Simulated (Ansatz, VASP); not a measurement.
## BaS in VASP and in Ansatz

```
Ba S
1.0
     0.00000    3.21439    3.21439
     3.21439    0.00000    3.21439
     3.21439    3.21439    0.00000
Ba S
1 1
Cartesian
  0.0000 0.0000 0.0000
  3.2144 3.2144 3.2144
```

Alike in both runs: task relaxation of cell and atoms; functional r2SCAN; k mesh 8 × 8 × 8; occupations gaussian, width 0.02 eV; no spin polarisation.

|  | VASP | Ansatz |
| --- | --- | --- |
| version | VASP 6.6.1 | Ansatz 0.2.0 |
| potentials or method | VASP PAW PBE potentials, release 64 (Ba_sv, S), cutoff 600 eV | scalar-relativistic, plane waves, PAW |
| valence electrons in the cell | 16 | 16 |

```tsv
	VASP	Ansatz	Ansatz less VASP
gap on the k mesh at the Fermi level, each at its own relaxed structure (eV)	2.51	2.58	+0.066
relaxed volume (Å³/atom)	33.57	33.13	-0.430
relaxed cell length with the largest relative difference (Å)	4.562	4.542	-0.0196
```

VASP's potentials were made for PBE, not for r2SCAN.

Spin-orbit coupling is off throughout.
